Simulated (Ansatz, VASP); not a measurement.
**Pt in VASP and in Ansatz**

```
Pt
1.0
    -1.53669    1.53669    1.58422
     1.53669   -1.53669    1.58422
     1.53669    1.53669   -1.58422
Pt
1
Direct
  0.00000 0.00000 0.00000
```

Change from the starting cell: strain -0.030 along x and y, +0.000 along z, atoms carried along.

Alike in both runs: task single point; functional PBEsol; k mesh 22 × 22 × 22; occupations gaussian, width 0.15 eV; no spin polarisation.

```csv
,VASP,Ansatz
version,VASP 6.6.1,Ansatz 0.2.0
potentials or method,"VASP PAW PBE potentials, release 64 (Pt), cutoff 520 eV","scalar-relativistic, plane waves, PAW"
valence electrons in the cell,10,18
```

Ansatz gave:

* gap on the k mesh at the Fermi level (eV): none
* pressure (GPa): 4.6
* traceless stress, the component that is largest in VASP (GPa): 2.21

Q: Estimate VASP's values.

A: gap on the k mesh at the Fermi level (eV): none; pressure (GPa): 4.3; traceless stress, the component that is largest in VASP (GPa): 2.22.

VASP's potentials were made for PBE, not for PBEsol. A gap of «none» marks a metal or a gap that the smearing closes. VASP's potentials hold 10 valence electrons a cell and Ansatz's 18, so a difference there can come from the potentials and not from the codes.

Neither program's run includes spin-orbit coupling.
